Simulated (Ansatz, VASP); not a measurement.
**HfN in VASP and in Ansatz**

```
Hf N
1.0
     0.00000   -2.43353   -2.43353
     0.00000    2.43353   -2.43353
     4.86707    0.00000    0.00000
Hf N
2 2
Direct
  0.44607 0.44607 0.50000
  0.05393 0.05393 0.00000
  0.95844 0.54156 0.25000
  0.54156 0.95844 0.75000
```

Change from the starting cell: mode 4 (121.3 1/cm) frozen in, largest displacement +0.263 Å.

Alike in both runs: task single point; functional PBEsol; k mesh 18 × 18 × 12; occupations gaussian, width 0.15 eV; no spin polarisation.

```csv
,VASP,Ansatz
version,VASP 6.6.1,Ansatz 0.2.0
potentials or method,"VASP PAW PBE potentials, release 64 (Hf_pv, N), cutoff 520 eV","scalar-relativistic, plane waves, PAW"
valence electrons in the cell,30,62
```

|  | VASP | Ansatz | Ansatz less VASP |
| --- | --- | --- | --- |
| gap on the k mesh at the Fermi level (eV) | none | none | - |
| pressure (GPa) | -2.5 | -1.6 | +0.86 |
| traceless stress, the component that is largest in VASP (GPa) | 3.82 | 3.74 | -0.081 |
| rms of the force components (eV/Å) | 1.090 | 1.083 | -0.0073 |

VASP's potentials were made for PBE, not for PBEsol. Atom by atom the forces differ by 0.011 eV/Å (rms over components). A gap of «none» marks a metal or a gap that the smearing closes. VASP's potentials hold 30 valence electrons a cell and Ansatz's 62, so a difference there can come from the potentials and not from the codes.

Neither program's run includes spin-orbit coupling.
